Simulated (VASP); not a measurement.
Au:

```
Au
1.0
    -1.65727    1.65727    1.65727
     1.65727   -1.65727    1.65727
     1.65727    1.65727   -1.65727
Au
1
Direct
  0.00000 0.00000 0.00000
```

This isn't the form of Au at room conditions, which is fcc.

```yaml
Program: VASP 6.6.1
Task: relaxation of cell and atoms
Functional: B3LYP
Potentials_or_basis: VASP PAW PBE potentials, release 64 (Au)
Cutoff: 600 eV
k_mesh: 6 × 6 × 6
Occupations: fermi-dirac, width 0.05 eV
Spin: no spin polarisation
```

At the start: pressure 5.2 GPa; volume 18.21 Å³/atom.

Task: Where does the relaxation end?

Result: Over 4 steps the energy falls by 11.5 meV/atom and the volume is 18.96 Å³/atom (+4.1 %); space group Im-3m (No. 229, to 0.1 Å) before and after.

The path:
| step | energy change (eV) | largest force (eV/Å) | pressure (GPa) | volume (Å³) |
| --- | --- | --- | --- | --- |
| 1 | 0.0000 | 0.0000 | 5.20 | 18.21 |
| 2 | 0.0026 | 0.0000 | -4.11 | 19.81 |
| 3 | -0.0115 | 0.0000 | 0.29 | 18.90 |
| 4 | -0.0115 | 0.0000 | -0.05 | 18.96 |

Final structure:
```
Au
1.0
    -1.67976    1.67976    1.67976
     1.67976   -1.67976    1.67976
     1.67976    1.67976   -1.67976
Au
1
Direct
  0.00000 0.00000 0.00000
```

Caveat: the k points lie up to 0.44 Å⁻¹ apart in the final cell, too coarse for converged energies and pressures of a metal; the PAW data sets were made with another functional, which shifts forces and pressure a little.
